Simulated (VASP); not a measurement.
# Al6SiN8 (a cell with a defect) in VASP: notebook

Al6SiN8 (a cell with a defect) is run at these levels: LDA; tasks: single point.

Everything below comes from runs of VASP 6.6.1. Logs are shortened: lines on timing, memory, paths and dates and some standing lists are left out, and cuts for length are marked.

## 1. The cell of the first run

The cell holds a defect, 15 atoms: a = 6.257 Å, b = 5.419 Å, c = 5.017 Å, α = 90.00°, β = 90.00°, γ = 90.00°.

## 2. Single point, LDA

The input, INCAR:

```
PREC = Accurate ; ENCUT = 520
EDIFF = 1E-7 ; ISMEAR = 0
SIGMA = 0.05 ; LREAL = Auto
LASPH = True ; NELM = 80
ALGO = Normal ; ISIF = 2
LWAVE = False ; LCHARG = False
GGA = CA ; NBANDS = 44
NELECT = 60.0
```

The input, KPOINTS:

```
Automatic mesh
0
Gamma
  2 2 2
```

The input, POSCAR:

```
Al6SiN8
1.0
   -3.1285880000     -5.4188740000      0.0000000000
    4.6928820000     -2.7094370000      0.0000000000
    0.0000000000      0.0000000000      5.0169550000
Al Si N
6 1 8
Direct
    0.5045305982      0.6652940294      0.5056945896
    0.2541848481      0.8284113399      1.0040458804
   -0.0115421757      0.6723350998      0.5054874919
    0.0054303520      0.3453686528      0.9914019560
    0.7434642758      0.1349024782      0.5294835214
    0.7502356844      0.8308498614      1.0041022891
    0.5112279690      0.3385249595      0.9912484764
    0.5060863593      0.6470262220      0.8768751165
    0.6329679708      0.3903812195      0.3154381492
    0.2712662175      0.1808241147      0.9841593158
    0.2477571636      0.7201817750      0.3535154292
   -0.0004442985      0.6771069405      0.8730837729
   -0.1459287558      0.3932206362      0.3203255760
    0.7390252545      0.1684701518      0.8814438240
    0.7436757373      0.8431315741      0.3776671308
```

Potentials or basis: VASP PAW LDA potentials, release 64 (Al, Si, N).

Run with:

```
$ cat potpaw_LDA.64/Al/POTCAR potpaw_LDA.64/Si/POTCAR potpaw_LDA.64/N/POTCAR > POTCAR
$ mpirun -np 1 vasp_std > vasp.out
```

OUTCAR:

```text
PREC = Accurate
   ENCUT = 520
   EDIFF = 1E-7
   ISMEAR = 0
   LREAL = Auto
   LASPH = True
   NELM = 80
   ISIF = 2
   GGA = CA
   NELECT = 60.0

 ion  position               nearest neighbor table
   1  0.505  0.665  0.506-  11 1.80   8 1.86  15 1.89   9 1.94   5 2.95   7 3.01   3 3.03   6 3.07
                             2 3.08   6 3.08   2 3.09   7 3.13   3 3.23   5 3.24
   2  0.254  0.828  0.004-  11 1.85  12 1.91  10 1.92   8 1.96   4 3.05   1 3.08   1 3.09   6 3.10
                             7 3.10   3 3.12   3 3.13   6 3.15   7 3.20   4 3.21
   3  0.988  0.672  0.505-  11 1.81  12 1.85  15 1.90  13 1.96   5 2.94   4 3.02   1 3.03   6 3.04
                             6 3.05   2 3.12   4 3.13   2 3.13   1 3.23   5 3.29
   4  0.005  0.345  0.991-  10 1.89  12 1.89  13 1.92  14 2.00   3 3.02   2 3.05   5 3.06   6 3.08
                             7 3.09   3 3.13   7 3.17   2 3.21   6 3.21   5 3.36
   5  0.743  0.135  0.529-  15 1.75  14 1.78  13 1.88   9 1.88   6 2.90   3 2.94   7 2.95   1 2.95
                             4 3.06   6 3.11   1 3.24   3 3.29   4 3.36
   6  0.750  0.831  0.004-  15 1.88  12 1.89  14 1.93   8 1.93   5 2.90   3 3.04   3 3.05   7 3.06
                             1 3.07   4 3.08   1 3.08   2 3.10   5 3.11   7 3.13   2 3.15   4 3.21
   7  0.511  0.339  0.991-  10 1.73   8 1.77  14 1.78   9 1.82   5 2.95   1 3.01   6 3.06   4 3.09
                             2 3.10   1 3.13   6 3.13   4 3.17   2 3.20
   8  0.506  0.647  0.877-   7 1.77   1 1.86   6 1.93   2 1.96
   9  0.633  0.390  0.315-  13 1.38   7 1.82   5 1.88   1 1.94
  10  0.271  0.181  0.984-   7 1.73   4 1.89   2 1.92
  11  0.248  0.720  0.354-   1 1.80   3 1.81   2 1.85
  12  1.000  0.677  0.873-   3 1.85   6 1.89   4 1.89   2 1.91
  13  0.854  0.393  0.320-   9 1.38   5 1.88   4 1.92   3 1.96
  14  0.739  0.168  0.881-   5 1.78   7 1.78   6 1.93   4 2.00
  15  0.744  0.843  0.378-   5 1.75   6 1.88   1 1.89   3 1.90

  LATTYP: Found a simple orthorhombic cell.
 ALAT       =     5.0169550000
 B/A-ratio  =     1.0801120458
 C/A-ratio  =     1.2472060331

  Lattice vectors:

 A1 = (   0.0000000000,   0.0000000000,  -5.0169550000)
 A2 = (   4.6928820000,  -2.7094370000,   0.0000000000)
 A3 = (  -3.1285880000,  -5.4188740000,   0.0000000000)

Analysis of symmetry for initial positions (statically):
=====================================================================
 Subroutine PRICEL returns:
 Original cell was already a primitive cell.

 Routine SETGRP: Setting up the symmetry group for a
 simple orthorhombic supercell.

 Subroutine GETGRP returns: Found  1 space group operations
 (whereof  1 operations were pure point group operations)
 out of a pool of  8 trial point group operations.

The static configuration has the point symmetry C_1 .

Analysis of symmetry for dynamics (positions and initial velocities):
=====================================================================
 Subroutine PRICEL returns:
 Original cell was already a primitive cell.

 Routine SETGRP: Setting up the symmetry group for a
 simple orthorhombic supercell.

 Subroutine GETGRP returns: Found  1 space group operations
 (whereof  1 operations were pure point group operations)
 out of a pool of  8 trial point group operations.

The dynamic configuration has the point symmetry C_1 .

 Subroutine INISYM returns: Found  1 space group operations
 (whereof  1 operations are pure point group operations),
 and found     1 'primitive' translations

----------------------------------------------------------------------------------------

                                     Primitive cell

  volume of cell :     170.1091

  direct lattice vectors                    reciprocal lattice vectors
    -3.128588000 -5.418874000  0.000000000    -0.079908253 -0.138405137  0.000000000
     4.692882000 -2.709437000  0.000000000     0.159816505 -0.092270092  0.000000000
     0.000000000  0.000000000  5.016955000     0.000000000  0.000000000  0.199324092

  length of vectors
     6.257176544  5.418873529  5.016955000     0.159816491  0.184540199  0.199324092

  position of ions in fractional coordinates (direct lattice)
     0.504530598  0.665294029  0.505694590
[... 45 lines left out ...]
     0.079908253 -0.046135046  0.000000000     0.000000000  0.500000000  0.000000000
     0.000000000  0.000000000  0.099662046     0.000000000  0.000000000  0.500000000

  Length of vectors
     0.079908246  0.092270100  0.099662046

  Shift w.r.t. Gamma in fractional coordinates (k-lattice)
     0.000000000  0.000000000  0.000000000

 Subroutine IBZKPT returns following result:
 ===========================================

 Found      8 irreducible k-points:

 Following reciprocal coordinates:
            Coordinates               Weight
  0.000000  0.000000  0.000000      1.000000
  0.500000  0.000000  0.000000      1.000000
  0.000000  0.500000  0.000000      1.000000
  0.500000  0.500000  0.000000      1.000000
  0.000000  0.000000  0.500000      1.000000
  0.500000  0.000000  0.500000      1.000000
  0.000000  0.500000  0.500000      1.000000
  0.500000  0.500000  0.500000      1.000000
   k-points           NKPTS =      8   k-points in BZ     NKDIM =      8   number of bands    NBANDS=     44
   number of dos      NEDOS =    301   number of ions     NIONS =     15
   total plane-waves  NPLWV =  76800
   dimension x,y,z NGX =    48 NGY =   40 NGZ =   40
   dimension x,y,z NGXF=    96 NGYF=   80 NGZF=   80
   ions per type =               6   1   8
   NGX,Y,Z   is equivalent  to a cutoff of  12.75, 12.27, 13.25 a.u.
   NGXF,Y,Z  is equivalent  to a cutoff of  25.51, 24.54, 26.51 a.u.
 SYSTEM =  unknown system
   PREC   = accura    normal or accurate (medium, high low for compatibility)
   ISTART =      0    job   : 0-new  1-cont  2-samecut
   ICHARG =      2    charge: 1-file 2-atom 10-const
   ISPIN  =      1    spin polarized calculation?
   LNONCOLLINEAR =      F non collinear calculations
   LSORBIT =      F    spin-orbit coupling
   LASPH  =      T    aspherical Exc in radial PAW
   ENCUT  =  520.0 eV  38.22 Ry    6.18 a.u.  11.63 10.08  9.33*2*pi/ulx,y,z
   NELM   =     80;   NELMIN=  2; NELMDL= -5     # of ELM steps
   EDIFF  = 0.1E-06   stopping-criterion for ELM
   LREAL  =      T    real-space projection
   EDIFFG = 0.1E-05   stopping-criterion for IOM
   NSW    =      0    number of steps for IOM
   IBRION =     -1    ionic relax: 0-MD 1-quasi-New 2-CG
   NFREE  =      0    steps in history (QN), initial steepest desc. (CG)
   ISIF   =      2    stress and relaxation
   ISYM   =      2    0-nonsym 1-usesym 2-fastsym
   POTIM  = 0.5000    time-step for ionic-motion
   TEBEG  =    0.0;   TEEND  =   0.0 temperature during run
   PSTRESS=    0.0 pullay stress
   NELECT =      60.0000    total number of electrons
   NUPDOWN=      -1.0000    fix difference up-down
   EMIN   =  10.00;   EMAX   =-10.00  energy-range for DOS
   EFERMI =   0.00;   METHOD = LEGACY
   ISMEAR =     0;   SIGMA  =   0.05  broadening in eV -4-tet -1-fermi 0-gaus
   EFERMI_NEDOS =   21; number of points for ismear=-14 and -15
   IALGO  =     38    algorithm
   IMIX   =      4    mixing-type and parameters
     AMIX     =   0.40;   BMIX     =  1.00
     AMIX_MAG =   1.60;   BMIX_MAG =  1.00
  volume/ion in A,a.u.               =      11.34        76.53
  Fermi-wavevector in a.u.,A,eV,Ry     =   1.156687  2.185822 18.203588  1.337926
  Thomas-Fermi vector in A             =   2.293306
   LORBIT       =      0    0 simple, 1 ext, 2 COOP (PROOUT), +10 PAW based schemes
   GGA     = CA    functional components
   LHFCALC =     F    Hartree Fock is set to
   AEXX    =    0.0000 exact exchange contribution
   IVDW    =     0    specifies the selected vdW correction
   LEPSILON=     F    determine dielectric tensor
   LRPA    =     F    only Hartree local field effects (RPA)
 non-spin polarized calculation
 Gauss-broadening in eV      SIGMA  =   0.05
  energy-cutoff  :      520.00
  volume of cell :      170.11
 maximum number of plane-waves:      4616
 NGX is ok and might be reduce to    48
   NGX = 23   NGY = 21   NGZ = 19

 number of electron      59.9999997 magnetization

 Free energy of the ion-electron system (eV)
  ---------------------------------------------------
  ext. energy  EPLUGINS =         0.00000000
  ---------------------------------------------------
  free energy    TOTEN  =      -131.46935969 eV

  energy without entropy =     -131.46502013  energy(sigma->0) =     -131.46718991

 E-fermi :   4.7010     XC(G=0): -10.4881

 val. band max:        4.6459749139   @ k =   0.5000   0.5000   0.5000
 cond. band min:       4.7404399997   @ k =   0.0000   0.5000   0.5000
 fundamental gap:      0.0944650858
 Fermi energy:         4.7009593221

 k-point     1 :       0.0000    0.0000    0.0000
  band No.  band energies     occupation
      1     -14.4672      2.00000
      2     -10.0332      2.00000
      3      -8.7714      2.00000
      4      -8.6303      2.00000
      5      -8.2215      2.00000
      6      -7.8635      2.00000
[... 349 lines left out ...]
     41      12.8624      0.00000
     42      13.6586      0.00000
 [bands above 42 left out]

------------------------ aborting loop because EDIFF is reached ----------------------------------------

  FORCE on cell =-STRESS in cart. coord.  units (eV):
  Direction    XX          YY          ZZ          XY          YZ          ZX
  --------------------------------------------------------------------------------------
  -------------------------------------------------------------------------------------
  Total      -21.5227411    -28.2213822     -9.8401875     -4.5941945      0.9176289     -0.4388070
  in kB     -202.7125025   -265.8038298    -92.6800642    -43.2705418      8.6427118     -4.1329154
  external PRESSURE =    -187.0654655 kB  Pullay stress =       0.0000000 kB

 VOLUME and BASIS-vectors are now :
 -----------------------------------------------------------------------------
  energy-cutoff  :      520.00
  volume of cell :      170.11
      direct lattice vectors                 reciprocal lattice vectors
    -3.128588000 -5.418874000  0.000000000    -0.079908253 -0.138405137  0.000000000
     4.692882000 -2.709437000  0.000000000     0.159816505 -0.092270092  0.000000000
     0.000000000  0.000000000  5.016955000     0.000000000  0.000000000  0.199324092

 POSITION                                       TOTAL-FORCE (eV/Angst)
 -----------------------------------------------------------------------------------
      1.54368     -4.53656      2.53705        -0.021724     -0.016564     -0.004618
      3.09240     -3.62192      0.02030         0.009750     -0.015278     -0.018351
      0.06271     -7.17798      2.53601        -0.006305      0.026365     -0.016467
      1.60378     -0.96518      4.97382        -0.014543      0.013554      0.005003
     -1.69291     -4.39425      2.65640         0.023969     -0.001429     -0.004189
      1.55190     -6.31657      0.02058         0.007532      0.009618      0.001338
     -0.01076     -3.68749      4.97305        -0.006931      0.002924      0.016717
      1.45308     -4.49550      4.39924         0.011247      0.000232      0.004132
     -0.14828     -4.48769      1.58254         0.119887      0.187247     -0.014759
     -0.00009     -1.95989      4.93748        -0.010437      0.001056     -0.006696
      2.60460     -3.29385      1.77357         0.005667     -0.002822      0.000019
      0.05039     -7.25104      4.38022         0.001951     -0.011549      0.009775
     -0.82670     -5.69351      1.60706        -0.088549     -0.194212      0.008812
     -1.52150     -4.46114      4.42216         0.005054     -0.008767      0.039454
      1.63006     -6.31430      1.89474        -0.036567      0.009623     -0.020171
 -----------------------------------------------------------------------------------
    total drift:                               -0.001469      0.000314      0.001137

  FREE ENERGIE OF THE ION-ELECTRON SYSTEM (eV)
  ---------------------------------------------------
  free  energy   TOTEN  =      -131.4693596874 eV

  energy  without entropy=     -131.4650201292  energy(sigma->0) =     -131.46718991
```

Run time: 2.7 min. Hardware: 1 thread of Intel Xeon Platinum 8259CL at 2.50GHz (Skylake/Cascade Lake), shared host; peak memory 0.23 GiB.

What came out:

| Property | Result |
| --- | --- |
| Free energy | -131.4694 eV |
| Largest force | 0.223 eV/Å |

Forces in eV/Å, atoms in the order of the input:
```
Al  -0.022 -0.017 -0.005
Al   0.010 -0.015 -0.018
Al  -0.006  0.026 -0.016
Al  -0.015  0.014  0.005
Al   0.024 -0.001 -0.004
Al   0.008  0.010  0.001
Si  -0.007  0.003  0.017
N    0.011  0.000  0.004
N    0.120  0.187 -0.015
N   -0.010  0.001 -0.007
N    0.006 -0.003  0.000
N    0.002 -0.012  0.010
N   -0.089 -0.194  0.009
N    0.005 -0.009  0.039
N   -0.037  0.010 -0.020
```

Levels at points of the mesh, in eV from the Fermi level:
```csv
k point,band 28,band 29,band 30,band 31,band 32,band 33
"(0.00, 0.00, 0.00)",-0.61,-0.46,-0.16,-0.07,3.72,5.55
"(0.50, 0.00, 0.00)",-0.90,-0.43,-0.06,0.28,4.49,4.80
"(0.00, 0.50, 0.00)",-0.64,-0.34,-0.16,0.30,4.68,5.15
"(0.50, 0.50, 0.00)",-0.87,-0.56,0.16,0.42,5.21,5.48
"(0.00, 0.00, 0.50)",-0.69,-0.56,-0.28,-0.17,4.30,5.27
"(0.50, 0.00, 0.50)",-0.85,-0.40,-0.16,0.21,5.11,5.44
"(0.00, 0.50, 0.50)",-0.90,-0.51,0.04,0.19,4.67,4.83
"(0.50, 0.50, 0.50)",-1.06,-0.49,-0.05,0.68,5.10,5.40
```

Caveat: the k points lie up to 0.63 Å⁻¹ apart; the cell carries a net charge on a neutralising background, which shifts energy and pressure; the cell is charged against a uniform background, so pressure and absolute levels hang on convention.

[end of part 1 of 2]
